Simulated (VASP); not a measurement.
# CsI in VASP: notebook

The runs below take CsI through single point, with LDA.

All numbers are computed with VASP 6.6.1; they aren't measurements. Logs are shortened: lines on timing, memory, paths and dates and some standing lists are left out, and cuts for length are marked.

**1. The cell of the first run**

Symmetry: Pm-3m, No. 221, cubic system. Conventional cell: a = 4.627 Å, b = 4.627 Å, c = 4.627 Å, α = 90.00°, β = 90.00°, γ = 90.00°. Cs (site symmetry m-3m) has 8 I at 4.01 Å and 6 Cs at 4.63 Å within 5.3 Å. Within 5.3 Å of I (site symmetry m-3m) lie 8 Cs at 4.01 Å and 6 I at 4.63 Å.

**2. Single point, LDA (volume scaled by 1.04)**

The input, INCAR:

```
PREC     = Accurate       # precision mode
ENCUT    = 500            # plane-wave cutoff, eV
EDIFF    = 1E-6           # SCF threshold, eV
ISMEAR   = -1             # smearing method
SIGMA    = 0.01           # smearing width, eV
LREAL    = False          # projectors in reciprocal space
LASPH    = True           # aspherical terms in the spheres
NELM     = 120            # most SCF steps
ALGO     = Normal         # electronic algorithm
ISIF     = 2              # what is computed and relaxed
LWAVE    = False          # write WAVECAR
LCHARG   = False          # write CHGCAR
GGA      = CA             # functional
NBANDS   = 15             # bands
GGA_COMPAT= False
```

The input, KPOINTS:

```
Automatic mesh
0
Gamma
  7 7 7
```

The input, POSCAR:

```
CsI
1.0
    4.6267950494      0.0000000000      0.0000000000
    0.0000000000      4.6267950494      0.0000000000
    0.0000000000      0.0000000000      4.6267950494
Cs I
1 1
Direct
    0.0000000000      0.0000000000      0.0000000000
    0.5000000000      0.5000000000      0.5000000000
```

Potentials or basis: VASP PAW LDA potentials, release 64 (Cs_sv, I).

Command:

```console
cat potpaw_LDA.64/Cs_sv/POTCAR potpaw_LDA.64/I/POTCAR > POTCAR
mpirun -np 1 vasp_std > vasp.out
```

OUTCAR:

```text
PREC = Accurate
   ENCUT = 500
   EDIFF = 1E-6
   ISMEAR = -1
   LREAL = False
   LASPH = True
   NELM = 120
   ISIF = 2
   GGA = CA

 ion  position               nearest neighbor table
   1  0.000  0.000  0.000-
   2  0.500  0.500  0.500-

  LATTYP: Found a simple cubic cell.
 ALAT       =     4.6267950494

  Lattice vectors:

 A1 = (   4.6267950494,   0.0000000000,   0.0000000000)
 A2 = (   0.0000000000,   4.6267950494,   0.0000000000)
 A3 = (   0.0000000000,   0.0000000000,   4.6267950494)

Analysis of symmetry for initial positions (statically):
=====================================================================
 Subroutine PRICEL returns:
 Original cell was already a primitive cell.

 Routine SETGRP: Setting up the symmetry group for a
 simple cubic supercell.

 Subroutine GETGRP returns: Found 48 space group operations
[... 9 lines left out ...]

 Routine SETGRP: Setting up the symmetry group for a
 simple cubic supercell.

 Subroutine GETGRP returns: Found 48 space group operations
[... 11 lines left out ...]
                                     Primitive cell

  volume of cell :      99.0469

  direct lattice vectors                    reciprocal lattice vectors
     4.626795049  0.000000000  0.000000000     0.216132331  0.000000000  0.000000000
     0.000000000  4.626795049  0.000000000     0.000000000  0.216132331  0.000000000
     0.000000000  0.000000000  4.626795049     0.000000000  0.000000000  0.216132331

  length of vectors
     4.626795049  4.626795049  4.626795049     0.216132331  0.216132331  0.216132331

  position of ions in fractional coordinates (direct lattice)
     0.000000000  0.000000000  0.000000000
     0.500000000  0.500000000  0.500000000

  ion indices of the primitive-cell ions
   primitive index   ion index
                 1           1
                 2           2

----------------------------------------------------------------------------------------

 KPOINTS: Automatic mesh

Automatic generation of k-mesh.
 Grid dimensions read from file:
 generate k-points for:    7    7    7

 Generating k-lattice:

  Cartesian coordinates                     Fractional coordinates (reciprocal lattice)
     0.030876047  0.000000000  0.000000000     0.142857143  0.000000000  0.000000000
     0.000000000  0.030876047  0.000000000     0.000000000  0.142857143  0.000000000
     0.000000000  0.000000000  0.030876047     0.000000000  0.000000000  0.142857143

  Length of vectors
     0.030876047  0.030876047  0.030876047

  Shift w.r.t. Gamma in fractional coordinates (k-lattice)
     0.000000000  0.000000000  0.000000000

 Subroutine IBZKPT returns following result:
 ===========================================

 Found     20 irreducible k-points:

 Following reciprocal coordinates:
            Coordinates               Weight
  0.000000  0.000000  0.000000      1.000000
  0.142857  0.000000  0.000000      6.000000
  0.285714  0.000000  0.000000      6.000000
  0.428571  0.000000  0.000000      6.000000
  0.142857  0.142857  0.000000     12.000000
  0.285714  0.142857  0.000000     24.000000
[... 12 lines left out ...]
  0.428571  0.428571  0.285714     24.000000
  0.428571  0.428571  0.428571      8.000000
   k-points           NKPTS =     20   k-points in BZ     NKDIM =     20   number of bands    NBANDS=     15
   number of dos      NEDOS =    301   number of ions     NIONS =      2
   total plane-waves  NPLWV =  46656
   dimension x,y,z NGX =    36 NGY =   36 NGZ =   36
   dimension x,y,z NGXF=    72 NGYF=   72 NGZF=   72
   ions per type =               1   1
   NGX,Y,Z   is equivalent  to a cutoff of  12.94, 12.94, 12.94 a.u.
   NGXF,Y,Z  is equivalent  to a cutoff of  25.87, 25.87, 25.87 a.u.
 SYSTEM =  unknown system
   PREC   = accura    normal or accurate (medium, high low for compatibility)
   ISTART =      0    job   : 0-new  1-cont  2-samecut
   ICHARG =      2    charge: 1-file 2-atom 10-const
   ISPIN  =      1    spin polarized calculation?
   LNONCOLLINEAR =      F non collinear calculations
   LSORBIT =      F    spin-orbit coupling
   LASPH  =      T    aspherical Exc in radial PAW
   ENCUT  =  500.0 eV  36.75 Ry    6.06 a.u.   8.44  8.44  8.44*2*pi/ulx,y,z
   NELM   =    120;   NELMIN=  2; NELMDL= -5     # of ELM steps
   EDIFF  = 0.1E-05   stopping-criterion for ELM
   LREAL  =      F    real-space projection
   EDIFFG = 0.1E-04   stopping-criterion for IOM
   NSW    =      0    number of steps for IOM
   IBRION =     -1    ionic relax: 0-MD 1-quasi-New 2-CG
   NFREE  =      0    steps in history (QN), initial steepest desc. (CG)
   ISIF   =      2    stress and relaxation
   ISYM   =      2    0-nonsym 1-usesym 2-fastsym
   POTIM  = 0.5000    time-step for ionic-motion
   TEBEG  =    0.0;   TEEND  =   0.0 temperature during run
   PSTRESS=    0.0 pullay stress
   NELECT =      16.0000    total number of electrons
   NUPDOWN=      -1.0000    fix difference up-down
   EMIN   =  10.00;   EMAX   =-10.00  energy-range for DOS
   EFERMI =   0.00;   METHOD = LEGACY
   ISMEAR =    -1;   SIGMA  =   0.01  broadening in eV -4-tet -1-fermi 0-gaus
   EFERMI_NEDOS =   21; number of points for ismear=-14 and -15
   IALGO  =     38    algorithm
   IMIX   =      4    mixing-type and parameters
     AMIX     =   0.40;   BMIX     =  1.00
     AMIX_MAG =   1.60;   BMIX_MAG =  1.00
  volume/ion in A,a.u.               =      49.52       334.20
  Fermi-wavevector in a.u.,A,eV,Ry     =   0.891596  1.684871 10.815851  0.794943
  Thomas-Fermi vector in A             =   2.013436
   LORBIT       =      0    0 simple, 1 ext, 2 COOP (PROOUT), +10 PAW based schemes
   GGA     = CA    functional components
   LHFCALC =     F    Hartree Fock is set to
   AEXX    =    0.0000 exact exchange contribution
   IVDW    =     0    specifies the selected vdW correction
   LEPSILON=     F    determine dielectric tensor
   LRPA    =     F    only Hartree local field effects (RPA)
 non-spin polarized calculation
  energy-cutoff  :      500.00
  volume of cell :       99.05
 maximum number of plane-waves:      2529
 NGX is ok and might be reduce to    36
   NGX = 17   NGY = 17   NGZ = 17

 number of electron      16.0000001 magnetization

 Free energy of the ion-electron system (eV)
  ---------------------------------------------------
  ext. energy  EPLUGINS =         0.00000000
  ---------------------------------------------------
  free energy    TOTEN  =        -6.10615065 eV

  energy without entropy =       -6.10615065  energy(sigma->0) =       -6.10615065

 E-fermi :   0.6966     XC(G=0):  -7.9240

 val. band max:        0.3982114303   @ k =   0.4286   0.4286   0.0000
 cond. band min:       3.8359538902   @ k =   0.0000   0.0000   0.0000
 fundamental gap:      3.4377424598
 Fermi energy:         0.6965916625

 k-point     1 :       0.0000    0.0000    0.0000
  band No.  band energies     occupation
      1     -19.9601      2.00000
      2     -10.2407      2.00000
      3      -6.6618      2.00000
      4      -6.6618      2.00000
      5      -6.6618      2.00000
      6       0.3260      2.00000
      7       0.3260      2.00000
      8       0.3260      2.00000
      9       3.8360      0.00000
     10       4.4414      0.00000
     11       4.4414      0.00000
     12       8.0105      0.00000
     13       8.0105      0.00000
     14       8.0105      0.00000
     15      10.4166      0.00000

 k-point     2 :       0.1429    0.0000    0.0000
  band No.  band energies     occupation
      1     -19.9561      2.00000
      2     -10.2408      2.00000
      3      -6.6940      2.00000
      4      -6.6511      2.00000
      5      -6.6511      2.00000
      6      -0.0375      2.00000
      7       0.3011      2.00000
      8       0.3011      2.00000
      9       4.2876      0.00000
     10       4.5598      0.00000
     11       4.8669      0.00000
     12       7.9348      0.00000
     13       7.9348      0.00000
     14       8.0991      0.00000
     15       9.4485      0.00000

 k-point     3 :       0.2857    0.0000    0.0000
  band No.  band energies     occupation
      1     -19.9470      2.00000
      2     -10.2423      2.00000
      3      -6.7590      2.00000
      4      -6.6267      2.00000
      5      -6.6267      2.00000
      6      -0.6604      2.00000
      7       0.2434      2.00000
      8       0.2434      2.00000
      9       4.8945      0.00000
     10       5.2410      0.00000
     11       5.8827      0.00000
     12       7.8899      0.00000
     13       7.8899      0.00000
     14       8.1676      0.00000
     15       8.3331      0.00000

 k-point     4 :       0.4286    0.0000    0.0000
  band No.  band energies     occupation
      1     -19.9396      2.00000
      2     -10.2449      2.00000
      3      -6.8040      2.00000
      4      -6.6069      2.00000
      5      -6.6069      2.00000
      6      -1.0596      2.00000
      7       0.1956      2.00000
      8       0.1956      2.00000
      9       5.3158      0.00000
     10       6.2483      0.00000
     11       6.6829      0.00000
     12       7.2461      0.00000
     13       8.0225      0.00000
     14       8.0225      0.00000
     15       8.5772      0.00000
[... 235 lines left out ...]
 k-point    18 :       0.4286    0.2857    0.2857
  band No.  band energies     occupation
      1     -19.9161      2.00000
      2     -10.0836      2.00000
      3      -6.9188      2.00000
      4      -6.8218      2.00000
      5      -6.7943      2.00000
      6      -0.6375      2.00000
      7      -0.4765      2.00000
      8      -0.2113      2.00000
      9       5.7558      0.00000
     10       6.2008      0.00000
     11       6.3231      0.00000
     12       7.5809      0.00000
     13       7.6880      0.00000
     14       7.9658      0.00000
     15      10.1812      0.00000

 k-point    19 :       0.4286    0.4286    0.2857
  band No.  band energies     occupation
      1     -19.9096      2.00000
      2     -10.0421      2.00000
      3      -6.9275      2.00000
      4      -6.9222      2.00000
      5      -6.7840      2.00000
      6      -0.6578      2.00000
      7      -0.6438      2.00000
      8      -0.3827      2.00000
      9       5.7715      0.00000
     10       6.4497      0.00000
     11       6.6887      0.00000
     12       7.1685      0.00000
     13       8.3671      0.00000
     14       8.4505      0.00000
     15      10.0832      0.00000

 k-point    20 :       0.4286    0.4286    0.4286
  band No.  band energies     occupation
      1     -19.9033      2.00000
      2     -10.0075      2.00000
      3      -6.9010      2.00000
      4      -6.8932      2.00000
      5      -6.8932      2.00000
      6      -0.7753      2.00000
      7      -0.7753      2.00000
      8      -0.7051      2.00000
      9       6.5915      0.00000
     10       7.0152      0.00000
     11       7.0152      0.00000
     12       7.9520      0.00000
     13       8.0208      0.00000
     14       8.0208      0.00000
     15      10.1201      0.00000

------------------------ aborting loop because EDIFF is reached ----------------------------------------

  FORCE on cell =-STRESS in cart. coord.  units (eV):
  Direction    XX          YY          ZZ          XY          YZ          ZX
  --------------------------------------------------------------------------------------
  -------------------------------------------------------------------------------------
  Total       -1.0442894     -1.0442894     -1.0442894     -0.0000000     -0.0000000     -0.0000000
  in kB      -16.8923737    -16.8923737    -16.8923737     -0.0000000     -0.0000000     -0.0000000
  external PRESSURE =     -16.8923737 kB  Pullay stress =       0.0000000 kB

 VOLUME and BASIS-vectors are now :
 -----------------------------------------------------------------------------
  energy-cutoff  :      500.00
  volume of cell :       99.05
      direct lattice vectors                 reciprocal lattice vectors
     4.626795049  0.000000000  0.000000000     0.216132331  0.000000000  0.000000000
     0.000000000  4.626795049  0.000000000     0.000000000  0.216132331  0.000000000
     0.000000000  0.000000000  4.626795049     0.000000000  0.000000000  0.216132331

 POSITION                                       TOTAL-FORCE (eV/Angst)
 -----------------------------------------------------------------------------------
      0.00000      0.00000      0.00000         0.000000      0.000000      0.000000
      2.31340      2.31340      2.31340         0.000000      0.000000      0.000000
 -----------------------------------------------------------------------------------
    total drift:                               -0.000000      0.000000      0.000000

  FREE ENERGIE OF THE ION-ELECTRON SYSTEM (eV)
  ---------------------------------------------------
  free  energy   TOTEN  =        -6.1061506538 eV

  energy  without entropy=       -6.1061506538  energy(sigma->0) =       -6.10615065
```

It took 24 s on 1 thread of Intel Xeon 6975P-C, shared host; peak memory 0.18 GiB.

Results:

| Property | Result |
| --- | --- |
| Free energy | -6.1062 eV |
| Pressure | -1.7 GPa |
| Band gap on the k mesh | 3.44 eV, indirect (least direct gap 3.51 eV) |

Caveat: spin-orbit coupling is left out, which moves the levels of the heavy elements. A k mesh can miss the band edges.

**3. Single point, LDA (zz strain of -1 %)**

The input, INCAR:

```
SYSTEM = CsI
  PREC = Accurate
  ENCUT = 500
  EDIFF = 1E-6
  ISMEAR = -1
  SIGMA = 0.01
  LREAL = .FALSE.
  LASPH = .TRUE.
  NELM = 120
  ALGO = Normal
  ISIF = 2
  LWAVE = .FALSE.
  LCHARG = .FALSE.
  NBANDS = 15
  GGA_COMPAT = .FALSE.
```

The input, KPOINTS:

```
Automatic mesh
0
G
  7 7 7
  0 0 0
```

The input, POSCAR:

```
CsI
1.0
    4.5667000000      0.0000000000      0.0000000000
    0.0000000000      4.5667000000      0.0000000000
    0.0000000000      0.0000000000      4.5210330000
Cs I
1 1
Direct
    0.0000000000      0.0000000000      0.0000000000
    0.5000000000      0.5000000000      0.5000000000
```

Potentials or basis: VASP PAW LDA potentials, release 64 (Cs_sv, I).

Command:

```console
cat potpaw_LDA.64/Cs_sv/POTCAR potpaw_LDA.64/I/POTCAR > POTCAR
mpirun -np 1 vasp_std > vasp.out
```

It took 30 s on 1 thread of Intel Xeon Platinum 8259CL at 2.50GHz (Skylake/Cascade Lake), shared host; peak memory 0.2 GiB.

Results (log left out):

```yaml
Free_energy: -6.1498 eV
Pressure: -1.3 GPa
Band_gap_on_the_k_mesh: 3.57 eV, indirect (least direct gap 3.63 eV)
```

Stress tensor (GPa, compression positive):
```
-1.33  0.00  0.00
 0.00 -1.33  0.00
 0.00  0.00 -1.15
```

Levels at points of the mesh, in eV from the valence-band top:
```csv
k point,band 6,band 7,band 8,band 9,band 10,band 11
"(0.00, 0.00, 0.00)",-0.11,-0.11,-0.06,3.57,3.93,3.96
```

Caveat: the cell differs from its parent crystal (zz strain of -1 %); spin-orbit coupling is left out, which moves the levels of the heavy elements. A k mesh can miss the band edges.

**4. Single point, LDA (zz strain of +1 %)**

The input, INCAR:

```
SYSTEM = CsI
PREC     = Accurate       ! precision mode
ENCUT    = 500            ! plane-wave cutoff, eV
EDIFF    = 1E-6           ! SCF threshold, eV
ISMEAR   = -1             ! smearing method
SIGMA    = 0.01           ! smearing width, eV
LREAL    = .False.        ! projectors in reciprocal space
LASPH    = .True.         ! aspherical terms in the spheres
NELM     = 120            ! most SCF steps
ALGO     = Normal         ! electronic algorithm
ISIF     = 2              ! what is computed and relaxed
LWAVE    = .False.        ! write WAVECAR
LCHARG   = .False.        ! write CHGCAR
GGA      = CA             ! functional
NBANDS   = 15             ! bands
GGA_COMPAT= .False.
```

The input, KPOINTS:

```
Automatic mesh
0
Gamma
  7 7 7
  0 0 0
```

Edit POSCAR of step 3 so:

```diff
@@ -4,3 +4,3 @@
     0.0000000000      4.5667000000      0.0000000000
-    0.0000000000      0.0000000000      4.5210330000
+    0.0000000000      0.0000000000      4.6123670000
 Cs I
```

Command:

```console
cat potpaw_LDA.64/Cs_sv/POTCAR potpaw_LDA.64/I/POTCAR > POTCAR
mpirun -np 1 vasp_std > vasp.out
```

Wall time 30 s (1 thread of Intel Xeon Platinum 8259CL at 2.50GHz (Skylake/Cascade Lake), shared host); peak memory 0.2 GiB.

Results (log left out):

```
Free energy            : -6.1337 eV
Pressure               : -1.5 GPa
Band gap on the k mesh : 3.51 eV, indirect (least direct gap 3.58 eV)
```

Stress tensor (GPa, compression positive):
```
-1.40  0.00  0.00
 0.00 -1.40  0.00
 0.00  0.00 -1.57
```

Levels at points of the mesh, in eV from the valence-band top:
| k point | band 4 | band 5 | band 6 | band 7 | band 8 | band 9 | band 10 | band 11 | band 12 | band 13 |
| --- | --- | --- | --- | --- | --- | --- | --- | --- | --- | --- |
| (0.00, 0.00, 0.00) | -7.03 | -7.03 | -0.11 | -0.07 | -0.07 | 3.51 | 3.98 | 4.00 | 7.64 | 7.64 |

Caveat: the cell differs from its parent crystal (zz strain of +1 %); spin-orbit coupling is left out, which moves the levels of the heavy elements. A k mesh can miss the band edges.

**5. Summary**

```tsv
cell	gap on the mesh (eV)	pressure (GPa)
a = 4.627 Å, 2 atoms	3.44	-1.7
a = 4.567, b = 4.567, c = 4.521 Å, 2 atoms	3.57	-1.3
a = 4.567, b = 4.567, c = 4.612 Å, 2 atoms	3.51	-1.5
```

Alike in all rows: task single point; level LDA; potentials or basis VASP PAW LDA potentials, release 64 (Cs_sv, I); no spin polarisation; k mesh 7 × 7 × 7; cutoff (eV) 500; smearing fermi-dirac 0.01 eV.

Caveats: spin-orbit coupling is left out, which moves the levels of the heavy elements.

Total energies depend on the potentials used, so only differences within one code and one set of settings carry meaning.
